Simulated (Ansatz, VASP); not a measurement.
## Two plane-wave programs on RbCaBr3

```
Rb Ca Br
1.0
     5.73669    0.00000    0.00000
     0.00000    5.73669    0.00000
     0.00000    0.00000    5.73669
Rb Ca Br
1 1 3
Direct
  0.50000 0.50000 0.50000
  0.00000 0.00000 0.00000
  0.50000 0.00000 0.00000
  0.00000 0.50000 0.00000
  0.00000 0.00000 0.50000
```

Alike in both runs: task single point; functional LDA; k mesh 4 × 4 × 4; occupations gaussian, width 0.05 eV; no spin polarisation.

```csv
,VASP,Ansatz
version,VASP 6.6.1,Ansatz 0.2.0
potentials or method,"VASP PAW LDA potentials, release 64 (Rb_sv, Ca_sv, Br), cutoff 520 eV","scalar-relativistic, plane waves, PAW"
valence electrons in the cell,40,40
```

|  | VASP | Ansatz | Ansatz less VASP |
| --- | --- | --- | --- |
| gap on the k mesh at the Fermi level (eV) | 3.69 | 3.67 | -0.011 |
| least direct gap on the mesh (eV) | 3.98 | 3.97 | -0.010 |
| pressure (GPa) | -2.4 | -2.4 | -0.06 |

LDA's correlation is that of Perdew and Zunger in VASP and of Perdew and Wang (1992) in Ansatz.
